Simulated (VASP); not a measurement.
Write the native input for VASP 6.6.1 that does the following.

```yaml
Task: single point
Functional: PBEsol
Potentials_or_basis: VASP PAW PBE potentials, release 64 (Pt, Al)
Cutoff: 520 eV
k_mesh: 13 × 13 × 13
Occupations: fermi-dirac, width 0.05 eV
Spin: no spin polarisation
Dipole_correction: no
Further_INCAR_settings: ALGO = Normal; EDIFF = 1e-06; NBANDS = 15
```

The structure of Al2Pt lies in POSCAR:

```
Al2Pt
1.0
    0.0000000000      2.9550000000      2.9550000000
    2.9550000000      0.0000000000      2.9550000000
    2.9550000000      2.9550000000      0.0000000000
Pt Al
1 2
Direct
    0.0000000000      0.0000000000      0.0000000000
    0.7500000000      0.7500000000      0.7500000000
    0.2500000000      0.2500000000      0.2500000000
```

One way to write it, as run:

INCAR

```
PREC     = Accurate       # precision mode
ENCUT    = 520            # plane-wave cutoff, eV
EDIFF    = 1E-6           # SCF threshold, eV
ISMEAR   = -1             # smearing method
SIGMA    = 0.05           # smearing width, eV
LREAL    = F              # projectors in reciprocal space
LASPH    = T              # aspherical terms in the spheres
NELM     = 60             # most SCF steps
ALGO     = Normal         # electronic algorithm
ISIF     = 2              # what is computed and relaxed
LWAVE    = F              # write WAVECAR
LCHARG   = F              # write CHGCAR
GGA      = PS             # functional
NBANDS   = 15             # bands
```

KPOINTS

```
regular mesh
0
Gamma
  13 13 13
```

Potentials or basis: VASP PAW PBE potentials, release 64 (Pt, Al).

Run with:

```console
$ cat potpaw_PBE.64/Pt/POTCAR potpaw_PBE.64/Al/POTCAR > POTCAR
$ mpirun -np 1 vasp_std > vasp.out
```

It gave:

- Pressure: -1.0 GPa
- Band gap on the k mesh: zero (bands 8 and 9 overlap by 5.33 eV)

Caveat: the PAW data sets were made with another functional, which shifts forces and pressure a little; spin-orbit coupling is left out, which moves the levels of the heavy elements.

It took 51 s on 1 thread of Intel(R) Xeon(R) 6975P-C (Granite Rapids), with other jobs on the host, peak memory 0.21 GiB.
